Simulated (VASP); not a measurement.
Write the native input for VASP 6.6.1 that does the following.

* Task: single point
* Functional: LDA
* Potentials or basis: VASP PAW LDA potentials, release 64 (C, H)
* Cutoff: 520 eV
* k mesh: 4 × 4 × 1
* Occupations: gaussian, width 0.05 eV
* Spin: no spin polarisation
* Dipole correction: yes
* Further INCAR settings: LREAL = Auto; ALGO = Fast; EDIFF = 1e-07; NBANDS = 108

The structure of HC20 lies in POSCAR:

```
HC20
1.0
    7.2015518731      0.0000000000      0.0000000000
   -3.3194130427      7.7907812636      0.0000000000
    0.0000000000      0.0000000000     22.7916832250
C H
40 2
Direct
    0.2501129010      0.1667043003      0.1755026147
    0.2501129010      0.6667043003      0.1755026147
    0.7501129009      0.1667043003      0.1755026147
    0.7501129009      0.6667043003      0.1755026147
    0.2498870990      0.3332956997      0.1755026147
    0.2498870990      0.8332956997      0.1755026147
    0.7498870990      0.3332956997      0.1755026147
    0.7498870990      0.8332956997      0.1755026147
    0.2501129010      0.4167043003      0.2291325538
    0.2501129010      0.9167043003      0.2291325538
    0.7501129009      0.4167043003      0.2291325538
    0.7501129009      0.9167043003      0.2291325538
    0.2498870990      0.0832956997      0.2291325538
    0.2498870991      0.5832956997      0.2291325538
    0.7498870990      0.0832956997      0.2291325538
    0.7498870990      0.5832956997      0.2291325538
    0.2500458055      0.1676520614      0.2827258575
    0.2500458055      0.6676520614      0.2827258575
    0.7500458055      0.1676520614      0.2827258575
    0.7500458055      0.6676520614      0.2827258575
    0.2499541945      0.3323479386      0.2827258575
    0.2499541945      0.8323479386      0.2827258575
    0.7499541945      0.3323479386      0.2827258575
    0.7499541945      0.8323479386      0.2827258575
    0.2500622594      0.4183368654      0.3365410697
    0.2500622594      0.9183368654      0.3365410697
    0.7500622594      0.4183368654      0.3365410697
    0.7500622594      0.9183368654      0.3365410697
    0.2499377406      0.0816631346      0.3365410697
    0.2499377406      0.5816631346      0.3365410697
    0.7499377406      0.0816631346      0.3365410697
    0.7499377406      0.5816631346      0.3365410697
    0.2501903787      0.1771682769      0.3857408485
    0.2501903787      0.6771682769      0.3857408485
    0.7501903787      0.1771682769      0.3857408485
    0.7501903787      0.6771682769      0.3857408485
    0.2498096213      0.3228317231      0.3857408485
    0.2498096213      0.8228317231      0.3857408485
    0.7498096213      0.3228317231      0.3857408485
    0.7498096213      0.8228317231      0.3857408485
    0.9998096213      0.2345629937      0.4616457293
    0.9998096213      0.4111004525      0.4616457293
```

These files were run (other wordings do the same):

INCAR

```
SYSTEM = HC20
PREC = Accurate
ENCUT = 520
EDIFF = 1E-7
ISMEAR = 0
SIGMA = 0.05
LREAL = Auto
LASPH = .True.
NELM = 100
ALGO = Fast
ISIF = 2
LWAVE = .False.
LCHARG = .False.
LDIPOL = .True.
IDIPOL = 3
DIPOL = 0.5 0.5 0.290
NBANDS = 108
```

KPOINTS

```
Automatic mesh
0
Gamma
  4 4 1
  0 0 0
```

Potentials or basis: VASP PAW LDA potentials, release 64 (C, H).

Command:

```sh
$ cat potpaw_LDA.64/C/POTCAR potpaw_LDA.64/H/POTCAR > POTCAR
$ mpirun -np 1 vasp_std > vasp.out
```

Results of the run:

The largest force is 6.913 eV/Å and the band gap on the k mesh is zero (filled and empty bands overlap).

Wall time 2.1 h on 1 thread of Oxide Virtual Turin-like Processor (shared host), peak memory 1.4 GiB.
